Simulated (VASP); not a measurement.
# BaTlH5 (P4/mmm) in VASP: single point with PBE

Aim: the single point of BaTlH5 with PBE.

All numbers are computed with VASP 6.6.1; they aren't measurements. Logs are shortened: lines on timing, memory, paths and dates and some standing lists are left out, and cuts for length are marked.

### 1 The cell of the first run

It takes space group P4/mmm (No. 123, tetragonal). Conventional cell: a = 3.699 Å, b = 3.699 Å, c = 6.990 Å, α = 90.00°, β = 90.00°, γ = 90.00°. Ba (site symmetry 4/mmm) has 12 H at 2.62 to 2.89 Å and 2 Tl at 3.50 Å within 3.5 Å. Tl (site symmetry 4/mmm) has 8 H at 2.25 Å within 3.0 Å. H (site symmetry 4/mmm) has 4 Ba at 2.62 Å and 8 H at 2.89 Å within 3.4 Å. Within 3.0 Å of H (site symmetry 2mm) lie 2 Tl at 2.25 Å and 7 H at 2.55 to 2.89 Å and 2 Ba at 2.89 Å.

### 2 Single point, PBE

Contents of POSCAR:

```
BaTlH5
1.0
    3.6986121185      0.0000000000      0.0000000000
    0.0000000000      3.6986121185      0.0000000000
    0.0000000000      0.0000000000      6.9903898712
Ba Tl H
1 1 5
Direct
    0.0000000000      0.0000000000      0.0000000000
    0.0000000000      0.0000000000      0.5000000000
    0.5000000000      0.5000000000      0.0000000000
    0.5000000000      0.0000000000      0.3172792944
    0.0000000000      0.5000000000      0.3172792944
    0.5000000000      0.0000000000      0.6827207056
    0.0000000000      0.5000000000      0.6827207056
```

Contents of INCAR.step1:

```
SYSTEM = BaTlH5
ALGO = Normal
EDIFF = 1E-6
ENCUT = 520
GGA = PE
ISIF = 2
ISMEAR = 0
LASPH = .True.
LCHARG = .True.
LREAL = .False.
LWAVE = .False.
NBANDS = 23
NELM = 60
PREC = Accurate
SIGMA = 0.1
```

Contents of KPOINTS.step1:

```
k-points
0
Gamma
  10 10 6
  0 0 0
```

Contents of INCAR.step2:

```
SYSTEM = BaTlH5
ALGO = Normal
EDIFF = 1E-6
ENCUT = 520
GGA = PE
ICHARG = 11
ISIF = 2
ISMEAR = -5
LASPH = .True.
LCHARG = .False.
LORBIT = 11
LREAL = .False.
LWAVE = .False.
NBANDS = 23
NEDOS = 2001
NELM = 60
PREC = Accurate
SIGMA = 0.1
```

Contents of KPOINTS.step2:

```
k-points
0
Gamma
  15 15 9
  0 0 0
```

Potentials or basis: VASP PAW PBE potentials, release 64 (Ba_sv, Tl_d, H).

Command:

```bash
$ cat potpaw_PBE.64/Ba_sv/POTCAR potpaw_PBE.64/Tl_d/POTCAR potpaw_PBE.64/H/POTCAR > POTCAR
$ cp INCAR.step1 INCAR
$ cp KPOINTS.step1 KPOINTS
$ mpirun -np 1 vasp_std > vasp.out
$ cp INCAR.step2 INCAR
$ cp KPOINTS.step2 KPOINTS
$ mpirun -np 1 vasp_std > vasp.out
```

OUTCAR:

```text
SYSTEM = BaTlH5
   EDIFF = 1E-6
   ENCUT = 520
   GGA = PE
   ICHARG = 11
   ISIF = 2
   ISMEAR = -5
   LASPH = .True.
   LORBIT = 11
   LREAL = .False.
   NELM = 60
   PREC = Accurate

 ion  position               nearest neighbor table
   1  0.000  0.000  0.000-   3 2.62   3 2.62   3 2.62   3 2.62   2 3.50   2 3.50
   2  0.000  0.000  0.500-   4 2.25   5 2.25   6 2.25   7 2.25   5 2.25   7 2.25   4 2.25   6 2.25
                             1 3.50   1 3.50
   3  0.500  0.500  0.000-   1 2.62   1 2.62   1 2.62   1 2.62
   4  0.500  0.000  0.317-   2 2.25   2 2.25
   5  0.000  0.500  0.317-   2 2.25   2 2.25
   6  0.500  0.000  0.683-   2 2.25   2 2.25
   7  0.000  0.500  0.683-   2 2.25   2 2.25

  LATTYP: Found a simple tetragonal cell.
 ALAT       =     3.6986121185
 C/A-ratio  =     1.8900035060

  Lattice vectors:

 A1 = (   3.6986121185,   0.0000000000,   0.0000000000)
 A2 = (   0.0000000000,   3.6986121185,   0.0000000000)
 A3 = (   0.0000000000,   0.0000000000,   6.9903898712)

Analysis of symmetry for initial positions (statically):
=====================================================================
 Subroutine PRICEL returns:
 Original cell was already a primitive cell.

 Routine SETGRP: Setting up the symmetry group for a
 simple tetragonal supercell.

 Subroutine GETGRP returns: Found 16 space group operations
 (whereof 16 operations were pure point group operations)
 out of a pool of 16 trial point group operations.

The static configuration has the point symmetry D_4h.

Analysis of symmetry for dynamics (positions and initial velocities):
=====================================================================
 Subroutine PRICEL returns:
 Original cell was already a primitive cell.

 Routine SETGRP: Setting up the symmetry group for a
 simple tetragonal supercell.

 Subroutine GETGRP returns: Found 16 space group operations
 (whereof 16 operations were pure point group operations)
 out of a pool of 16 trial point group operations.

The dynamic configuration has the point symmetry D_4h.

 Subroutine INISYM returns: Found 16 space group operations
 (whereof 16 operations are pure point group operations),
 and found     1 'primitive' translations

----------------------------------------------------------------------------------------

                                     Primitive cell

  volume of cell :      95.6267

  direct lattice vectors                    reciprocal lattice vectors
     3.698612118  0.000000000  0.000000000     0.270371688  0.000000000  0.000000000
     0.000000000  3.698612118  0.000000000     0.000000000  0.270371688  0.000000000
     0.000000000  0.000000000  6.990389871     0.000000000  0.000000000  0.143053538

  length of vectors
     3.698612118  3.698612118  6.990389871     0.270371688  0.270371688  0.143053538

  position of ions in fractional coordinates (direct lattice)
     0.000000000  0.000000000  0.000000000
     0.000000000  0.000000000  0.500000000
     0.500000000  0.500000000  0.000000000
     0.500000000  0.000000000  0.317279294
     0.000000000  0.500000000  0.317279294
     0.500000000  0.000000000  0.682720706
     0.000000000  0.500000000  0.682720706

  ion indices of the primitive-cell ions
   primitive index   ion index
                 1           1
                 2           2
                 3           3
                 4           4
                 5           5
                 6           6
                 7           7

----------------------------------------------------------------------------------------

 KPOINTS: k-points

Automatic generation of k-mesh.
 Grid dimensions read from file:
 generate k-points for:   15   15    9

 Generating k-lattice:

  Cartesian coordinates                     Fractional coordinates (reciprocal lattice)
     0.018024779  0.000000000  0.000000000     0.066666667  0.000000000  0.000000000
     0.000000000  0.018024779  0.000000000     0.000000000  0.066666667  0.000000000
     0.000000000  0.000000000  0.015894838     0.000000000  0.000000000  0.111111111

  Length of vectors
     0.018024779  0.018024779  0.015894838

  Shift w.r.t. Gamma in fractional coordinates (k-lattice)
     0.000000000  0.000000000  0.000000000

 TETIRR: Found   3013 inequivalent tetrahedra from    12150

 Subroutine IBZKPT returns following result:
 ===========================================

 Found    180 irreducible k-points:

 Following reciprocal coordinates:
            Coordinates               Weight
  0.000000  0.000000  0.000000      1.000000
  0.066667  0.000000  0.000000      4.000000
  0.133333  0.000000  0.000000      4.000000
  0.200000  0.000000  0.000000      4.000000
  0.266667  0.000000  0.000000      4.000000
  0.333333  0.000000  0.000000      4.000000
[... 16 lines left out ...]
  0.266667  0.200000  0.000000      8.000000
  0.333333  0.200000  0.000000      8.000000
 [... further k-points ...]
   k-points           NKPTS =    180   k-points in BZ     NKDIM =    180   number of bands    NBANDS=     23
   number of dos      NEDOS =   2001   number of ions     NIONS =      7
   total plane-waves  NPLWV =  42336
   dimension x,y,z NGX =    28 NGY =   28 NGZ =   54
   dimension x,y,z NGXF=    56 NGYF=   56 NGZF=  108
   ions per type =               1   1   5
   NGX,Y,Z   is equivalent  to a cutoff of  12.59, 12.59, 12.84 a.u.
   NGXF,Y,Z  is equivalent  to a cutoff of  25.17, 25.17, 25.68 a.u.
 SYSTEM =  BaTlH5
   PREC   = accura    normal or accurate (medium, high low for compatibility)
   ISTART =      0    job   : 0-new  1-cont  2-samecut
   ICHARG =     11    charge: 1-file 2-atom 10-const
   ISPIN  =      1    spin polarized calculation?
   LNONCOLLINEAR =      F non collinear calculations
   LSORBIT =      F    spin-orbit coupling
   LASPH  =      T    aspherical Exc in radial PAW
   ENCUT  =  520.0 eV  38.22 Ry    6.18 a.u.   6.88  6.88 13.00*2*pi/ulx,y,z
   NELM   =     60;   NELMIN=  2; NELMDL=  0     # of ELM steps
   EDIFF  = 0.1E-05   stopping-criterion for ELM
   LREAL  =      F    real-space projection
   EDIFFG = 0.1E-04   stopping-criterion for IOM
   NSW    =      0    number of steps for IOM
   IBRION =     -1    ionic relax: 0-MD 1-quasi-New 2-CG
   NFREE  =      0    steps in history (QN), initial steepest desc. (CG)
   ISIF   =      2    stress and relaxation
   ISYM   =      2    0-nonsym 1-usesym 2-fastsym
   POTIM  = 0.5000    time-step for ionic-motion
   TEBEG  =    0.0;   TEEND  =   0.0 temperature during run
   PSTRESS=    0.0 pullay stress
   NELECT =      28.0000    total number of electrons
   NUPDOWN=      -1.0000    fix difference up-down
   EMIN   =  10.00;   EMAX   =-10.00  energy-range for DOS
   EFERMI =   0.00;   METHOD = LEGACY
   ISMEAR =    -5;   SIGMA  =   0.10  broadening in eV -4-tet -1-fermi 0-gaus
   EFERMI_NEDOS =   21; number of points for ismear=-14 and -15
   IALGO  =     38    algorithm
   IMIX   =      4    mixing-type and parameters
     AMIX     =   0.40;   BMIX     =  1.00
     AMIX_MAG =   1.60;   BMIX_MAG =  1.00
  volume/ion in A,a.u.               =      13.66        92.19
  Fermi-wavevector in a.u.,A,eV,Ry     =   1.087096  2.054313 16.079058  1.181777
  Thomas-Fermi vector in A             =   2.223248
   LORBIT       =     11    0 simple, 1 ext, 2 COOP (PROOUT), +10 PAW based schemes
   GGA     = PE    functional components
   LHFCALC =     F    Hartree Fock is set to
   AEXX    =    0.0000 exact exchange contribution
   IVDW    =     0    specifies the selected vdW correction
   LEPSILON=     F    determine dielectric tensor
   LRPA    =     F    only Hartree local field effects (RPA)
 non-spin polarized calculation
 Fermi weights with tetrahedron method with Bloechl corrections
  energy-cutoff  :      520.00
  volume of cell :       95.63
 maximum number of plane-waves:      2599
 NGX is ok and might be reduce to    28

 number of electron      27.9999996 magnetization

 Free energy of the ion-electron system (eV)
  ---------------------------------------------------
  ext. energy  EPLUGINS =         0.00000000
  ---------------------------------------------------
  free energy    TOTEN  =       -18.66166872 eV

  energy without entropy =      -18.66166872  energy(sigma->0) =      -18.66166872

 E-fermi :   1.7541     XC(G=0):  -9.0416

 val. band max:        1.8057936824   @ k =   0.4667   0.0000   0.3333
 cond. band min:       1.6900356817   @ k =   0.2667   0.2667   0.3333
 fundamental gap:     -0.1157580006
 Fermi energy:         1.7540892304

 k-point     1 :       0.0000    0.0000    0.0000
  band No.  band energies     occupation
      1     -25.0396      2.00000
      2     -10.4934      2.00000
      3      -9.6591      2.00000
      4      -9.6591      2.00000
      5      -9.2669      2.00000
      6      -9.0115      2.00000
[... 15 lines left out ...]
     22       9.1741      0.00000
     23       9.8100      0.00000

 k-point     2 :       0.0667    0.0000    0.0000
  band No.  band energies     occupation
      1     -25.0341      2.00000
      2     -10.4846      2.00000
      3      -9.7301      2.00000
      4      -9.6535      2.00000
      5      -9.2558      2.00000
      6      -9.0073      2.00000
[... 15 lines left out ...]
     22       9.5356      0.00000
     23       9.5427      0.00000

 k-point     3 :       0.1333    0.0000    0.0000
  band No.  band energies     occupation
      1     -25.0184      2.00000
      2     -10.4594      2.00000
      3      -9.9222      2.00000
      4      -9.6378      2.00000
      5      -9.2268      2.00000
      6      -8.9944      2.00000
[... 15 lines left out ...]
     22       8.9439      0.00000
     23      10.2229      0.00000

 k-point     4 :       0.2000    0.0000    0.0000
  band No.  band energies     occupation
      1     -24.9951      2.00000
      2     -10.4213      2.00000
      3     -10.1864      2.00000
      4      -9.6145      2.00000
      5      -9.1899      2.00000
      6      -8.9720      2.00000
[... 15 lines left out ...]
     22       8.6564      0.00000
     23      10.6579      0.00000

 k-point     5 :       0.2667    0.0000    0.0000
  band No.  band energies     occupation
      1     -24.9681      2.00000
      2     -10.4676      2.00000
      3     -10.3762      2.00000
      4      -9.5875      2.00000
      5      -9.1557      2.00000
      6      -9.0081      2.00000
[... 434 lines left out ...]
 k-point    22 :       0.2000    0.2000    0.0000
  band No.  band energies     occupation
      1     -24.9516      2.00000
      2     -10.3520      2.00000
      3     -10.1714      2.00000
      4     -10.0570      2.00000
      5      -9.0796      2.00000
      6      -8.9524      2.00000
[... 15 lines left out ...]
     22      10.0722      0.00000
     23      10.6854      0.00000

 k-point    23 :       0.2667    0.2000    0.0000
  band No.  band energies     occupation
      1     -24.9252      2.00000
      2     -10.3938      2.00000
      3     -10.3086      2.00000
      4     -10.0601      2.00000
      5      -9.0279      2.00000
      6      -9.0019      2.00000
[... 15 lines left out ...]
     22      10.2243      0.00000
     23      10.3423      0.00000

 k-point    24 :       0.3333    0.2000    0.0000
  band No.  band energies     occupation
      1     -24.8997      2.00000
      2     -10.6294      2.00000
      3     -10.2655      2.00000
      4     -10.0238      2.00000
      5      -9.0556      2.00000
      6      -8.9957      2.00000
[... 15 lines left out ...]
     22       9.8099      0.00000
     23      10.2866      0.00000

 [... further k-points ...]

------------------------ aborting loop because EDIFF is reached ----------------------------------------

  FORCE on cell =-STRESS in cart. coord.  units (eV):
  Direction    XX          YY          ZZ          XY          YZ          ZX
  --------------------------------------------------------------------------------------
  -------------------------------------------------------------------------------------
  Total        0.5000375      0.5000375      0.1159620      0.0000000      0.0000000      0.0000000
  in kB        8.3778807      8.3778807      1.9428854      0.0000000      0.0000000      0.0000000
  external PRESSURE =       6.2328823 kB  Pullay stress =       0.0000000 kB

 VOLUME and BASIS-vectors are now :
 -----------------------------------------------------------------------------
  energy-cutoff  :      520.00
  volume of cell :       95.63
      direct lattice vectors                 reciprocal lattice vectors
     3.698612118  0.000000000  0.000000000     0.270371688  0.000000000  0.000000000
     0.000000000  3.698612118  0.000000000     0.000000000  0.270371688  0.000000000
     0.000000000  0.000000000  6.990389871     0.000000000  0.000000000  0.143053538

 POSITION                                       TOTAL-FORCE (eV/Angst)
 -----------------------------------------------------------------------------------
      0.00000      0.00000      0.00000        -0.000000     -0.000000      0.000000
      0.00000      0.00000      3.49519        -0.000000     -0.000000      0.000000
      1.84931      1.84931      0.00000        -0.000000     -0.000000      0.000000
      1.84931      0.00000      2.21791        -0.000000      0.000000      0.009852
      0.00000      1.84931      2.21791         0.000000      0.000000      0.009852
      1.84931      0.00000      4.77248         0.000000      0.000000     -0.009852
      0.00000      1.84931      4.77248        -0.000000      0.000000     -0.009852
 -----------------------------------------------------------------------------------
    total drift:                               -0.000000      0.000000      0.000000

  FREE ENERGIE OF THE ION-ELECTRON SYSTEM (eV)
  ---------------------------------------------------
  free  energy   TOTEN  =       -18.6616687196 eV

  energy  without entropy=      -18.6616687196  energy(sigma->0) =      -18.66166872

 total charge

# of ion       s       p       d       tot
------------------------------------------
    1        2.013   5.601   0.349   7.963
    2        0.985   0.473   9.706  11.164
    3        0.525   0.002   0.000   0.526
    4        0.465   0.005   0.000   0.470
    5        0.465   0.005   0.000   0.470
    6        0.465   0.005   0.000   0.470
    7        0.465   0.005   0.000   0.470
--------------------------------------------------
tot          5.384   6.094  10.055  21.533
```

Wall time 3.4 min (1 thread of Intel Xeon 6975P-C (Granite Rapids), shared host); peak memory 0.48 GiB.

What came out:

```yaml
Valence_electrons_inside_the_program's_atomic_spheres: Ba 7.96; Tl 11.16; H 0.53, 0.47 (each value once)
```

Caveat: spin-orbit coupling is left out, which moves the levels of the heavy elements.
